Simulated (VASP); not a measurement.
Here is a VASP 6.6.1 calculation.

File INCAR:

```
  PREC = Accurate
  ENCUT = 520
  EDIFF = 1E-8
  ISMEAR = -1
  SIGMA = 0.02
  LREAL = False
  LASPH = True
  NELM = 60
  ALGO = Normal
  ISIF = 2
  LWAVE = False
  LCHARG = False
  GGA = PS
  LEFG = True
  NBANDS = 15
```

File KPOINTS:

```
regular mesh
0
Gamma
  9 9 9
```

File POSCAR:

```
TaN
1.0
    0.0000000000      2.1790000000      2.2007900000
    2.1790000000      0.0000000000      2.2007900000
    2.1790000000      2.1790000000      0.0000000000
Ta N
1 1
Direct
    0.5000000000      0.5000000000      0.5000000000
    0.0000000000      0.0000000000      0.0000000000
```

Potentials or basis: VASP PAW PBE potentials, release 64 (Ta_pv, N).

Command:

```console
$ cat potpaw_PBE.64/Ta_pv/POTCAR potpaw_PBE.64/N/POTCAR > POTCAR
$ mpirun -np 1 vasp_std > vasp.out
```

(1) What does it give for the pressure?

(2) Predict the band gap on the k mesh.

Answers

(1) 1.8 GPa.

(2) zero (band 8 reaches 11.17 eV, above the bottom of band 9 at 7.43 eV).

Caveat: the cell differs from its parent crystal (zz strain of +1 %); without QUAD_EFG the Cq values of the log hold for a quadrupole moment of 1 mb, not for the nuclei; the PAW data sets were made with another functional, which shifts forces and pressure a little; spin-orbit coupling is left out, which moves the levels of the heavy elements.
